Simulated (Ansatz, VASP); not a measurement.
**SiW2 in VASP and in Ansatz**

```
Si W
1.0
    -3.69142    0.00000    0.00000
     0.00000    0.00000   -6.76055
     0.00000   -7.38285    0.00000
Si W
4 8
Direct
  0.00000 0.28579 0.75000
  0.00000 0.28579 0.25000
  0.50000 0.71421 0.50000
  0.50000 0.71421 0.00000
  0.00000 0.00000 0.50000
  0.00000 0.00000 0.00000
  0.50000 0.00000 0.75000
  0.50000 0.00000 0.25000
  0.00000 0.65877 0.75000
  0.00000 0.65877 0.25000
  0.50000 0.34123 0.00000
  0.50000 0.34123 0.50000
```

Alike in both runs: task single point; functional PBE; k mesh 6 × 4 × 4; occupations gaussian, width 0.2 eV; no spin polarisation.

|  | VASP | Ansatz |
| --- | --- | --- |
| version | VASP 6.6.1 | Ansatz 0.2.0 |
| potentials or method | VASP PAW PBE potentials, release 64 (Si, W_sv), cutoff 520 eV | scalar-relativistic, plane waves, PAW |
| valence electrons in the cell | 128 | 128 |

Ansatz gave:

* gap on the k mesh at the Fermi level (eV): none
* pressure (GPa): 0.1
* traceless stress, the component that is largest in VASP (GPa): -0.49
* rms of the force components (eV/Å): 0.005

Problem. Estimate VASP's values.

Solution. gap on the k mesh at the Fermi level (eV): none; pressure (GPa): 0.4; traceless stress, the component that is largest in VASP (GPa): -0.63; rms of the force components (eV/Å): 0.005.

Atom by atom the forces differ by 0.003 eV/Å (rms over components). A gap of «none» marks a metal or a gap that the smearing closes.

Spin-orbit coupling is off throughout.
